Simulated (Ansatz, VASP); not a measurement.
**Al3Pd in VASP and in Ansatz**

```
Al Pd
1.0
     4.47913    0.00000    0.00000
    -2.23957    3.87904    0.00000
     0.00000    0.00000    4.82447
Al Pd
3 1
Direct
  0.33333 0.66667 0.00000
  0.66667 0.33333 0.00000
  0.00000 0.00000 0.50000
  0.00000 0.00000 0.00000
```

Alike in both runs: functional PBE; k mesh 12 × 12 × 10; occupations gaussian, width 0.1 eV; no spin polarisation.

Ansatz relaxed the structure, and its values are those at the end. VASP's run is a single point on that final structure, the one shown.

```csv
,VASP,Ansatz
version,VASP 6.6.1,Ansatz 0.2.0
potentials or method,"VASP PAW PBE potentials, release 64 (Al, Pd), cutoff 520 eV","scalar-relativistic, plane waves, PAW"
valence electrons in the cell,19,27
```

```csv
,VASP,Ansatz,Ansatz less VASP
gap on the k mesh at the Fermi level (eV),none,none,-
pressure (GPa),0.0,0.0,+0.04
```

A gap of «none» marks a metal or a gap that the smearing closes. VASP's potentials hold 19 valence electrons a cell and Ansatz's 27, so a difference there can come from the potentials and not from the codes.
